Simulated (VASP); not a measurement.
A run of VASP 6.6.1 is set up as follows.

Contents of INCAR:

```
SYSTEM = Mg
PREC     = Accurate       ! precision mode
ENCUT    = 520            ! plane-wave cutoff, eV
EDIFF    = 1E-7           ! SCF threshold, eV
ISMEAR   = -1             ! smearing method
SIGMA    = 0.05           ! smearing width, eV
LREAL    = .FALSE.        ! projectors in reciprocal space
LASPH    = .TRUE.         ! aspherical terms in the spheres
NELM     = 100            ! most SCF steps
ALGO     = Fast           ! electronic algorithm
ISIF     = 2              ! what is computed and relaxed
LWAVE    = .FALSE.        ! write WAVECAR
LCHARG   = .TRUE.         ! write CHGCAR
GGA      = PS             ! functional
LELF     = .TRUE.         ! ELF
LVHAR    = .TRUE.       
NBANDS   = 9              ! bands
```

Contents of KPOINTS:

```
regular mesh
0
G
  10 10 5
  0 0 0
```

Contents of POSCAR:

```
Mg
1.0
    3.2515324747      0.0000000000      0.0000000000
   -1.6257662373      2.8159097243      0.0000000000
    0.0000000000      0.0000000000      5.2788644417
Mg
2
Direct
    0.6666666667      0.3333333333      0.7500000000
    0.3333333333      0.6666666667      0.2500000000
```

Potentials or basis: VASP PAW PBE potentials, release 64 (Mg).

Launch:

```bash
$ cat potpaw_PBE.64/Mg/POTCAR > POTCAR
$ mpirun -np 1 vasp_std > vasp.out
```

Q: Estimate the band gap on the k mesh.

A: Zero (band 2 reaches 3.00 eV, above the bottom of band 3 at 1.09 eV).

Q: Estimate the pressure.

A: -2.3 GPa.

Stress tensor (GPa, compression positive):
```
-2.69  0.00  0.00
 0.00 -2.69  0.00
 0.00  0.00 -1.47
```

Caveat: the PAW data sets were made with another functional, which shifts forces and pressure a little.
